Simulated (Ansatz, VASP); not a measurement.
## One calculation of Ti, two programs

```
CELL_PARAMETERS angstrom
0.00000 2.08075 2.08075
2.08075 0.00000 2.08075
2.08075 2.08075 0.00000
ATOMIC_POSITIONS crystal
Ti 0.00000 0.00000 0.00000
```

Change from the starting cell: strain +0.025 along x and y, +0.025 along z, atoms carried along.

Alike in both runs: task single point; functional PBEsol; k mesh 20 × 20 × 20; occupations gaussian, width 0.15 eV; no spin polarisation.

|  | VASP | Ansatz |
| --- | --- | --- |
| version | VASP 6.6.1 | Ansatz 0.2.0 |
| potentials or method | VASP PAW PBE potentials, release 64 (Ti_sv), cutoff 520 eV | scalar-relativistic, plane waves, PAW |
| valence electrons in the cell | 12 | 12 |

Ansatz gave:

* gap on the k mesh at the Fermi level (eV): none
* pressure (GPa): -7.7

**Question.** Which values does VASP return?

**Answer.** gap on the k mesh at the Fermi level (eV): none; pressure (GPa): -7.8.

VASP's potentials were made for PBE, not for PBEsol. A gap of «none» marks a metal or a gap that the smearing closes.
